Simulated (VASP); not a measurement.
A run of VASP 6.6.1 is set up as follows.

The input INCAR:

```
SYSTEM = GaSb
ALGO = Normal
EDIFF = 1E-6
ENCUT = 520
GGA = PE
ISIF = 2
ISMEAR = 0
LASPH = .True.
LCHARG = .False.
LREAL = .False.
LWAVE = .False.
NBANDS = 16
NELM = 100
PREC = Accurate
SIGMA = 0.15
```

KPOINTS

```
k-points
0
Gamma
  18 18 18
  0 0 0
```

Contents of POSCAR:

```
GaSb
1.0
   -1.6872566739      2.7263774715      3.0291742111
    1.6872566739     -2.7263774715      3.0291742111
    1.6872566739      2.7263774715     -3.0291742111
Ga Sb
1 1
Direct
    0.0000000000      0.0000000000      0.0000000000
    0.5000000000      0.5000000000      0.0000000000
```

Potentials or basis: VASP PAW PBE potentials, release 64 (Ga_d, Sb).

Command:

```bash
$ cat potpaw_PBE.64/Ga_d/POTCAR potpaw_PBE.64/Sb/POTCAR > POTCAR
$ mpirun -np 1 vasp_std > vasp.out
```

(1) What does it give for the band gap on the k mesh?

(2) Predict the pressure.

## Answers

(1) zero (bands 9 and 10 overlap by 4.15 eV).

(2) -5.5 GPa.

Caveat: the cell stands under tension; spin-orbit coupling is left out, which moves the levels of the heavy elements.
